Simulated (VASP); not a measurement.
# SiO2 (Cristobalite) (P4_12_12) in VASP: single point with PBE

Aim: the single point of SiO2 (Cristobalite) with PBE.

Everything below comes from runs of VASP 6.6.1. Logs are shortened: lines on timing, memory, paths and dates and some standing lists are left out, and cuts for length are marked.

### 1 The cell of the first run

It takes space group P4_12_12 (No. 92, tetragonal). The conventional cell has a = 4.988 Å, b = 4.988 Å, c = 6.970 Å, α = 90.00°, β = 90.00°, γ = 90.00°. Within 2.2 Å of Si (site symmetry 2) lie 4 O at 1.63 Å. Within 2.2 Å of O (site symmetry 1) lie 2 Si at 1.63 Å.

### 2 Single point, PBE

File INCAR:

```
SYSTEM = SiO2
  ALGO = Normal
  EDIFF = 1E-7
  ENCUT = 520
  GGA = PE
  ISIF = 2
  ISMEAR = -1
  LASPH = .True.
  LCHARG = .False.
  LREAL = .False.
  LWAVE = .False.
  NBANDS = 44
  NELM = 100
  PREC = Accurate
  SIGMA = 0.02
```

File KPOINTS:

```
k-points
0
Gamma
  5 5 4
  0 0 0
```

File POSCAR:

```
SiO2
1.0
    4.9877000000      0.0000000000      0.0000000000
    0.0000000000      4.9877000000      0.0000000000
    0.0000000000      0.0000000000      6.9697000000
Si O
4 8
Direct
    0.3033703345      0.3033703345      0.0000000000
    0.1966296655      0.8033703345      0.2500000000
    0.6966296655      0.6966296655      0.5000000000
    0.8033703345      0.1966296655      0.7500000000
    0.2375624191      0.1128706776      0.1832718655
    0.3871293224      0.7375624191      0.4332718655
    0.7624375809      0.8871293224      0.6832718655
    0.6128706776      0.2624375809      0.9332718655
    0.7375624191      0.3871293224      0.5667281345
    0.8871293224      0.7624375809      0.3167281345
    0.2624375809      0.6128706776      0.0667281345
    0.1128706776      0.2375624191      0.8167281345
```

Potentials or basis: VASP PAW PBE potentials, release 64 (Si, O).

Started as:

```
> cat potpaw_PBE.64/Si/POTCAR potpaw_PBE.64/O/POTCAR > POTCAR
> mpirun -np 1 vasp_std > vasp.out
```

OUTCAR:

```text
SYSTEM = SiO2
   EDIFF = 1E-7
   ENCUT = 520
   GGA = PE
   ISIF = 2
   ISMEAR = -1
   LASPH = .True.
   LREAL = .False.
   NELM = 100
   PREC = Accurate

 ion  position               nearest neighbor table
   1  0.303  0.303  0.000-   8 1.63  11 1.63   5 1.63  12 1.63   2 3.09   4 3.09   2 3.09   4 3.09

   2  0.197  0.803  0.250-   5 1.63  10 1.63   6 1.63  11 1.63   1 3.09   3 3.09   1 3.09   3 3.09

   3  0.697  0.697  0.500-   6 1.63   9 1.63   7 1.63  10 1.63   2 3.09   4 3.09   4 3.09   2 3.09

   4  0.803  0.197  0.750-   7 1.63  12 1.63   9 1.63   8 1.63   1 3.09   3 3.09   3 3.09   1 3.09

   5  0.238  0.113  0.183-   2 1.63   1 1.63
   6  0.387  0.738  0.433-   3 1.63   2 1.63
   7  0.762  0.887  0.683-   4 1.63   3 1.63
   8  0.613  0.262  0.933-   1 1.63   4 1.63
   9  0.738  0.387  0.567-   3 1.63   4 1.63
  10  0.887  0.762  0.317-   2 1.63   3 1.63
  11  0.262  0.613  0.067-   1 1.63   2 1.63
  12  0.113  0.238  0.817-   4 1.63   1 1.63

  LATTYP: Found a simple tetragonal cell.
 ALAT       =     4.9877000000
 C/A-ratio  =     1.3973775488

  Lattice vectors:

 A1 = (   4.9877000000,   0.0000000000,   0.0000000000)
 A2 = (   0.0000000000,   4.9877000000,   0.0000000000)
 A3 = (   0.0000000000,   0.0000000000,   6.9697000000)

Analysis of symmetry for initial positions (statically):
=====================================================================
 Subroutine PRICEL returns:
 Original cell was already a primitive cell.

 Routine SETGRP: Setting up the symmetry group for a
 simple tetragonal supercell.

 Subroutine GETGRP returns: Found  8 space group operations
 (whereof  2 operations were pure point group operations)
 out of a pool of 16 trial point group operations.

The static configuration has the point symmetry C_2 .
 The point group associated with its full space group is D_4 .

Analysis of symmetry for dynamics (positions and initial velocities):
=====================================================================
 Subroutine PRICEL returns:
 Original cell was already a primitive cell.

 Routine SETGRP: Setting up the symmetry group for a
 simple tetragonal supercell.

 Subroutine GETGRP returns: Found  8 space group operations
 (whereof  2 operations were pure point group operations)
 out of a pool of 16 trial point group operations.

The dynamic configuration has the point symmetry C_2 .
[... 122 lines left out ...]
   TEBEG  =    0.0;   TEEND  =   0.0 temperature during run
   PSTRESS=    0.0 pullay stress
   NELECT =      64.0000    total number of electrons
   NUPDOWN=      -1.0000    fix difference up-down
   EMIN   =  10.00;   EMAX   =-10.00  energy-range for DOS
   EFERMI =   0.00;   METHOD = LEGACY
   ISMEAR =    -1;   SIGMA  =   0.02  broadening in eV -4-tet -1-fermi 0-gaus
   EFERMI_NEDOS =   21; number of points for ismear=-14 and -15
   IALGO  =     38    algorithm
   IMIX   =      4    mixing-type and parameters
     AMIX     =   0.40;   BMIX     =  1.00
     AMIX_MAG =   1.60;   BMIX_MAG =  1.00
  volume/ion in A,a.u.               =      14.45        97.51
  Fermi-wavevector in a.u.,A,eV,Ry     =   1.174347  2.219195 18.763682  1.379092
  Thomas-Fermi vector in A             =   2.310746
   LORBIT       =      0    0 simple, 1 ext, 2 COOP (PROOUT), +10 PAW based schemes
   GGA     = PE    functional components
   LHFCALC =     F    Hartree Fock is set to
   AEXX    =    0.0000 exact exchange contribution
   IVDW    =     0    specifies the selected vdW correction
   LEPSILON=     F    determine dielectric tensor
   LRPA    =     F    only Hartree local field effects (RPA)
 non-spin polarized calculation
  energy-cutoff  :      520.00
  volume of cell :      173.39
 maximum number of plane-waves:      4702
 NGX is ok and might be reduce to    40
   NGX = 19   NGY = 19   NGZ = 25

 number of electron      63.9999990 magnetization

 Free energy of the ion-electron system (eV)
  ---------------------------------------------------
  ext. energy  EPLUGINS =         0.00000000
  ---------------------------------------------------
  free energy    TOTEN  =       -94.90564734 eV

  energy without entropy =      -94.90564734  energy(sigma->0) =      -94.90564734

 E-fermi :   0.5155     XC(G=0):  -8.4182

 val. band max:        0.0649847415   @ k =   0.0000   0.0000   0.0000
 cond. band min:       5.6712553109   @ k =   0.0000   0.0000   0.0000
 fundamental gap:      5.6062705694
 Fermi energy:         0.5154879234

 k-point     1 :       0.0000    0.0000    0.0000
  band No.  band energies     occupation
      1     -19.2817      2.00000
      2     -18.4011      2.00000
      3     -18.4011      2.00000
      4     -17.2787      2.00000
      5     -17.2112      2.00000
      6     -17.2109      2.00000
[... 835 lines left out ...]
     43      10.6543      0.00000
     44      10.6543      0.00000

------------------------ aborting loop because EDIFF is reached ----------------------------------------

  FORCE on cell =-STRESS in cart. coord.  units (eV):
  Direction    XX          YY          ZZ          XY          YZ          ZX
  --------------------------------------------------------------------------------------
  -------------------------------------------------------------------------------------
  Total        1.3946820      1.3946820      0.8793739     -0.0000000      0.0000000      0.0000000
  in kB       12.8875700     12.8875700      8.1258616     -0.0000000      0.0000000      0.0000000
  external PRESSURE =      11.3003339 kB  Pullay stress =       0.0000000 kB

 VOLUME and BASIS-vectors are now :
 -----------------------------------------------------------------------------
  energy-cutoff  :      520.00
  volume of cell :      173.39
      direct lattice vectors                 reciprocal lattice vectors
     4.987700000  0.000000000  0.000000000     0.200493213  0.000000000  0.000000000
     0.000000000  4.987700000  0.000000000     0.000000000  0.200493213  0.000000000
     0.000000000  0.000000000  6.969700000     0.000000000  0.000000000  0.143478198

 POSITION                                       TOTAL-FORCE (eV/Angst)
 -----------------------------------------------------------------------------------
      1.51312      1.51312      0.00000         0.019370      0.019370     -0.000000
      0.98073      4.00697      1.74242        -0.019370      0.019370     -0.000000
      3.47458      3.47458      3.48485        -0.019370     -0.019370     -0.000000
      4.00697      0.98073      5.22727         0.019370     -0.019370     -0.000000
      1.18489      0.56297      1.27735        -0.000714     -0.001536     -0.002232
      1.93088      3.67874      3.01977         0.001536     -0.000714     -0.002232
      3.80281      4.42473      4.76220         0.000714      0.001536     -0.002232
      3.05682      1.30896      6.50462        -0.001536      0.000714     -0.002232
      3.67874      1.93088      3.94993        -0.000714      0.001536      0.002232
      4.42473      3.80281      2.20750         0.001536      0.000714      0.002232
      1.30896      3.05682      0.46508         0.000714     -0.001536      0.002232
      0.56297      1.18489      5.69235        -0.001536     -0.000714      0.002232
 -----------------------------------------------------------------------------------
    total drift:                               -0.000000      0.000000      0.000000

  FREE ENERGIE OF THE ION-ELECTRON SYSTEM (eV)
  ---------------------------------------------------
  free  energy   TOTEN  =       -94.9056473391 eV

  energy  without entropy=      -94.9056473391  energy(sigma->0) =      -94.90564734
```

OSZICAR:

```text
N       E                     dE             d eps       ncg     rms          rms(c)
DAV:   1     0.406908321110E+03    0.40691E+03   -0.32851E+04  1584   0.133E+03
DAV:   2    -0.756336162303E+02   -0.48254E+03   -0.46770E+03  2004   0.310E+02
DAV:   3    -0.107143606337E+03   -0.31510E+02   -0.31359E+02  1936   0.847E+01
DAV:   4    -0.107565337399E+03   -0.42173E+00   -0.42088E+00  2000   0.108E+01
DAV:   5    -0.107572921989E+03   -0.75846E-02   -0.75791E-02  1920   0.142E+00    0.288E+01
DAV:   6    -0.948571904410E+02    0.12716E+02   -0.49277E+01  1844   0.322E+01    0.136E+01
DAV:   7    -0.948931017715E+02   -0.35911E-01   -0.14027E+00  1936   0.501E+00    0.499E+00
DAV:   8    -0.948894040049E+02    0.36978E-02   -0.65898E-02  1920   0.163E+00    0.197E+00
DAV:   9    -0.949033413842E+02   -0.13937E-01   -0.38424E-02  1760   0.120E+00    0.364E-01
DAV:  10    -0.949057052302E+02   -0.23638E-02   -0.46855E-03  1828   0.322E-01    0.122E-01
DAV:  11    -0.949056318016E+02    0.73429E-04   -0.11911E-03  1912   0.178E-01    0.150E-02
DAV:  12    -0.949056437162E+02   -0.11915E-04   -0.33558E-05  1884   0.283E-02    0.179E-02
DAV:  13    -0.949056464491E+02   -0.27329E-05   -0.94681E-06  1800   0.151E-02    0.473E-03
DAV:  14    -0.949056473472E+02   -0.89803E-06   -0.73165E-07  1880   0.461E-03    0.910E-04
DAV:  15    -0.949056473391E+02    0.80991E-08   -0.16563E-08  1320   0.693E-04
   1 F= -.94905647E+02 E0= -.94905647E+02  d E =-.162977E-11
```

Run time: 1.7 min. Hardware: 1 thread of Intel Xeon 6975P-C (Granite Rapids), shared host; peak memory 0.3 GiB.

Results:

* Free energy: -94.9056 eV
* Pressure: 1.1 GPa
* Largest force: 0.027 eV/Å
* Band gap on the k mesh: 5.61 eV, direct

Forces on the atoms (eV/Å):
```
Si   0.019  0.019  0.000
Si  -0.019  0.019  0.000
Si  -0.019 -0.019  0.000
Si   0.019 -0.019  0.000
O   -0.001 -0.002 -0.002
O    0.002 -0.001 -0.002
O    0.001  0.002 -0.002
O   -0.002  0.001 -0.002
O   -0.001  0.002  0.002
O    0.002  0.001  0.002
O    0.001 -0.002  0.002
O   -0.002 -0.001  0.002
```

A k mesh can miss the band edges. PBE gaps usually lie below the measured ones, often by a third to a half.
